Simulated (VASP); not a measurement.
# Al (Fmmm) in VASP: further runs, part 2 of 2

VASP 6.6.1. The steps go on from the part before.

**3. Single point, PBE (strain +0.0150 x Voigt [1, -1, 0, 0, 0, 0])**

Input file INCAR:

```
PREC     = Accurate       # precision mode
ENCUT    = 520            # plane-wave cutoff, eV
EDIFF    = 1E-6           # SCF threshold, eV
ISMEAR   = 0              # smearing method
SIGMA    = 0.15           # smearing width, eV
LREAL    = False          # projectors in reciprocal space
LASPH    = True           # aspherical terms in the spheres
NELM     = 100            # most SCF steps
ALGO     = Fast           # electronic algorithm
ISIF     = 2              # what is computed and relaxed
LWAVE    = False          # write WAVECAR
LCHARG   = False          # write CHGCAR
GGA      = PE             # functional
NBANDS   = 8              # bands
```

Input file KPOINTS:

```
regular mesh
0
Gamma
  20 20 20
```

Input file POSCAR:

```
Al
1.0
    0.0000000000      1.9936203000      2.0239800000
    2.0543397000      0.0000000000      2.0239800000
    2.0543397000      1.9936203000      0.0000000000
Al
1
Direct
    0.0000000000      0.0000000000      0.0000000000
```

Potentials or basis: VASP PAW PBE potentials, release 64 (Al).

Started as:

```console
> cat potpaw_PBE.64/Al/POTCAR > POTCAR
> mpirun -np 1 vasp_std > vasp.out
```

OUTCAR:

```text
PREC = Accurate
   ENCUT = 520
   EDIFF = 1E-6
   ISMEAR = 0
   LREAL = False
   LASPH = True
   NELM = 100
   ISIF = 2
   GGA = PE

 ion  position               nearest neighbor table
   1  0.000  0.000  0.000-

  LATTYP: Found a face centered orthorhombic cell.
 ALAT       =     3.9872406000
 B/A-ratio  =     1.0152284264
 C/A-ratio  =     1.0304568528

  Lattice vectors:

 A1 = (  -2.0543397000,   0.0000000000,  -2.0239800000)
 A2 = (  -2.0543397000,   1.9936203000,   0.0000000000)
 A3 = (   0.0000000000,   1.9936203000,  -2.0239800000)

Analysis of symmetry for initial positions (statically):
=====================================================================
 Subroutine PRICEL returns:
 Original cell was already a primitive cell.

 Routine SETGRP: Setting up the symmetry group for a
 face centered orthorhombic supercell.

 Subroutine GETGRP returns: Found  8 space group operations
 (whereof  8 operations were pure point group operations)
 out of a pool of  8 trial point group operations.

[... 163 lines left out ...]

 val. band max:        7.9811011089   @ k =   0.2000  -0.2500   0.1500
 cond. band min:       7.9937241702   @ k =   0.4000   0.0500   0.1000
 fundamental gap:      0.0126230613
 Fermi energy:         7.9856149545

 k-point     1 :       0.0000    0.0000    0.0000
  band No.  band energies     occupation
      1      -3.1511      2.00000
      2      20.3882      0.00000
      3      20.5533      0.00000
      4      20.7136      0.00000
      5      21.9557      0.00000
      6      22.0056      0.00000
      7      22.0487      0.00000
      8      24.3921      0.00000
[... 243 lines left out ...]
 k-point    24 :      -0.3500    0.0500   -0.0000
  band No.  band energies     occupation
      1       0.5082      2.00000
      2       7.4087      2.00000
      3      17.2346      0.00000
      4      19.5738      0.00000
      5      19.8378      0.00000
      6      21.3642      0.00000
      7      22.8880      0.00000
      8      25.4291      0.00000

 [... further k-points ...]

------------------------ aborting loop because EDIFF is reached ----------------------------------------

  FORCE on cell =-STRESS in cart. coord.  units (eV):
  Direction    XX          YY          ZZ          XY          YZ          ZX
  --------------------------------------------------------------------------------------
  -------------------------------------------------------------------------------------
  Total       -0.1182223      0.0034766     -0.0142346      0.0000000      0.0000000      0.0000000
  in kB      -11.4250720      0.3359778     -1.3756375      0.0000000      0.0000000      0.0000000
  external PRESSURE =      -4.1549106 kB  Pullay stress =       0.0000000 kB

 VOLUME and BASIS-vectors are now :
 -----------------------------------------------------------------------------
  energy-cutoff  :      520.00
  volume of cell :       16.58
      direct lattice vectors                 reciprocal lattice vectors
     0.000000000  1.993620300  2.023980000    -0.243387206  0.250800014  0.247038014
     2.054339700  0.000000000  2.023980000     0.243387206 -0.250800014  0.247038014
     2.054339700  1.993620300  0.000000000     0.243387206  0.250800014 -0.247038014

 POSITION                                       TOTAL-FORCE (eV/Angst)
 -----------------------------------------------------------------------------------
      0.00000      0.00000      0.00000         0.000000      0.000000      0.000000
 -----------------------------------------------------------------------------------
    total drift:                                0.000000     -0.000000     -0.000000

  FREE ENERGIE OF THE ION-ELECTRON SYSTEM (eV)
  ---------------------------------------------------
  free  energy   TOTEN  =        -3.7470180632 eV

  energy  without entropy=       -3.7423571032  energy(sigma->0) =       -3.74468758
```

OSZICAR:

```text
N       E                     dE             d eps       ncg     rms          rms(c)
DAV:   1    -0.233138582236E+01   -0.23314E+01   -0.85456E+02 18720   0.204E+02
DAV:   2    -0.376188251698E+01   -0.14305E+01   -0.13807E+01 25800   0.188E+01
DAV:   3    -0.376949452232E+01   -0.76120E-02   -0.76080E-02 24136   0.153E+00
DAV:   4    -0.376951568053E+01   -0.21158E-04   -0.21159E-04 28904   0.704E-02
DAV:   5    -0.376951573773E+01   -0.57203E-07   -0.56617E-07 24480   0.209E-03    0.129E+00
RMM:   6    -0.375649793399E+01    0.13018E-01   -0.10829E-03 18662   0.188E-01    0.760E-01
RMM:   7    -0.374700164379E+01    0.94963E-02   -0.35212E-03 21083   0.323E-01    0.122E-01
RMM:   8    -0.374701668836E+01   -0.15045E-04   -0.15669E-04 20719   0.788E-02    0.234E-02
RMM:   9    -0.374701872240E+01   -0.20340E-05   -0.23171E-05 21551   0.293E-02    0.118E-02
RMM:  10    -0.374701806318E+01    0.65921E-06   -0.50034E-06 21957   0.139E-02
   1 F= -.37470181E+01 E0= -.37446876E+01  d E =-.466096E-02
```

stdout:

```text
POSCAR found type information on POSCAR Al
 POSCAR found :  1 types and       1 ions
 scaLAPACK will be used
 LDA part: xc-table for (Slater+PW92), standard interpolation
 POSCAR, INCAR and KPOINTS ok, starting setup
 FFT: planning ... GRIDC
 FFT: planning ... GRID_SOFT
 FFT: planning ... GRID
 WAVECAR not read
 entering main loop
```

It took 60 s on 1 thread of Intel Xeon 6975P-C, shared host; peak memory 0.25 GiB.

Results:

```yaml
Free_energy: -3.7470 eV
Pressure: -0.4 GPa
```

Levels at points of the mesh, in eV from the Fermi level:
```tsv
k point	band 1	band 2	band 3	band 4
(0.00, 0.00, 0.00)	-11.14	12.40	12.57	12.73
(0.50, 0.00, 0.00)	-4.61	-4.41	10.99	11.10
(0.50, 0.50, 0.00)	-2.95	-1.64	5.23	5.44
(0.50, 0.00, 0.50)	-2.73	-1.32	5.05	5.21
(0.00, 0.50, 0.50)	-3.16	-1.94	5.40	5.76
```

Caveat: the cell differs from its parent crystal (strain +0.0150 x Voigt [1, -1, 0, 0, 0, 0]).

**4. Single point, PBE (strain -0.0100 x Voigt [1, -1, 0, 0, 0, 0])**

Input file INCAR:

```
SYSTEM = Al
  ALGO = Fast
  EDIFF = 1E-6
  ENCUT = 520
  GGA = PE
  ISIF = 2
  ISMEAR = 0
  LASPH = .True.
  LCHARG = .False.
  LREAL = .False.
  LWAVE = .False.
  NBANDS = 8
  NELM = 100
  PREC = Accurate
  SIGMA = 0.15
```

Input file KPOINTS:

```
k-points
0
Gamma
  20 20 20
  0 0 0
```

Input file POSCAR:

```
Al
1.0
    0.0000000000      2.0442198000      2.0239800000
    2.0037402000      0.0000000000      2.0239800000
    2.0037402000      2.0442198000      0.0000000000
Al
1
Direct
    0.0000000000      0.0000000000      0.0000000000
```

Potentials or basis: VASP PAW PBE potentials, release 64 (Al).

Started as:

```console
> cat potpaw_PBE.64/Al/POTCAR > POTCAR
> mpirun -np 1 vasp_std > vasp.out
```

OUTCAR:

```text
SYSTEM = Al
   EDIFF = 1E-6
   ENCUT = 520
   GGA = PE
   ISIF = 2
   ISMEAR = 0
   LASPH = .True.
   LREAL = .False.
   NELM = 100
   PREC = Accurate

 ion  position               nearest neighbor table
   1  0.000  0.000  0.000-

  LATTYP: Found a face centered orthorhombic cell.
 ALAT       =     4.0074804000
 B/A-ratio  =     1.0101010101
 C/A-ratio  =     1.0202020202

  Lattice vectors:

 A1 = (   0.0000000000,   2.0442198000,  -2.0239800000)
 A2 = (   2.0037402000,   2.0442198000,   0.0000000000)
 A3 = (   2.0037402000,   0.0000000000,  -2.0239800000)

Analysis of symmetry for initial positions (statically):
=====================================================================
 Subroutine PRICEL returns:
 Original cell was already a primitive cell.

 Routine SETGRP: Setting up the symmetry group for a
 face centered orthorhombic supercell.

 Subroutine GETGRP returns: Found  8 space group operations
 (whereof  8 operations were pure point group operations)
 out of a pool of  8 trial point group operations.

[... 161 lines left out ...]

 E-fermi :   7.9882     XC(G=0): -10.1791

 val. band max:        7.9835302916   @ k =  -0.4000   0.2500   0.3500
 cond. band min:       7.9907879710   @ k =  -0.2000   0.3000   0.4000
 fundamental gap:      0.0072576793
 Fermi energy:         7.9882072278

 k-point     1 :       0.0000    0.0000    0.0000
  band No.  band energies     occupation
      1      -3.1516      2.00000
      2      20.4362      0.00000
      3      20.5456      0.00000
      4      20.6529      0.00000
      5      21.9665      0.00000
      6      21.9990      0.00000
      7      22.0285      0.00000
      8      24.3839      0.00000
[... 243 lines left out ...]
 k-point    24 :      -0.3500    0.0500   -0.0000
  band No.  band energies     occupation
      1       0.5066      2.00000
      2       7.4059      2.00000
      3      17.2361      0.00000
      4      19.6515      0.00000
      5      19.8640      0.00000
      6      21.2675      0.00000
      7      22.8571      0.00000
      8      25.4170      0.00000

 [... further k-points ...]

------------------------ aborting loop because EDIFF is reached ----------------------------------------

  FORCE on cell =-STRESS in cart. coord.  units (eV):
  Direction    XX          YY          ZZ          XY          YZ          ZX
  --------------------------------------------------------------------------------------
  -------------------------------------------------------------------------------------
  Total       -0.0269398     -0.0778829     -0.0311547      0.0000000      0.0000000      0.0000000
  in kB       -2.6031575     -7.5257125     -3.0104308      0.0000000      0.0000000      0.0000000
  external PRESSURE =      -4.3797669 kB  Pullay stress =       0.0000000 kB

 VOLUME and BASIS-vectors are now :
 -----------------------------------------------------------------------------
  energy-cutoff  :      520.00
  volume of cell :       16.58
      direct lattice vectors                 reciprocal lattice vectors
     0.000000000  2.044219800  2.023980000    -0.249533348  0.244592093  0.247038014
     2.003740200  0.000000000  2.023980000     0.249533348 -0.244592093  0.247038014
     2.003740200  2.044219800  0.000000000     0.249533348  0.244592093 -0.247038014

 POSITION                                       TOTAL-FORCE (eV/Angst)
 -----------------------------------------------------------------------------------
      0.00000      0.00000      0.00000         0.000000     -0.000000     -0.000000
 -----------------------------------------------------------------------------------
    total drift:                               -0.000000      0.000000      0.000000

  FREE ENERGIE OF THE ION-ELECTRON SYSTEM (eV)
  ---------------------------------------------------
  free  energy   TOTEN  =        -3.7474349666 eV

  energy  without entropy=       -3.7427201420  energy(sigma->0) =       -3.74507755
```

Run time: 60 s. Hardware: 1 thread of Intel Xeon 6975P-C, shared host; peak memory 0.24 GiB.

What came out:

```yaml
Free_energy: -3.7474 eV
Pressure: -0.4 GPa
```

Caveat: the cell differs from its parent crystal (strain -0.0100 x Voigt [1, -1, 0, 0, 0, 0]).

**5. Summary**

| cell | gap on the mesh (eV) | pressure (GPa) |
| --- | --- | --- |
| a = 2.891, b = 2.834, c = 2.863 Å, angles 61.0, 59.0, 60.0°, 1 atom | none | -0.4 |
| a = 2.841, b = 2.884, c = 2.863 Å, angles 59.3, 60.7, 60.0°, 1 atom | none | -0.4 |
| a = 2.877, b = 2.848, c = 2.862 Å, angles 60.5, 59.5, 60.0°, 1 atom | none | -0.4 |

Alike in all rows: task single point; level PBE; potentials or basis VASP PAW PBE potentials, release 64 (Al); no spin polarisation; k mesh 20 × 20 × 20; cutoff (eV) 520; smearing gaussian 0.15 eV.

Total energies depend on the potentials used, so only differences within one code and one set of settings carry meaning.
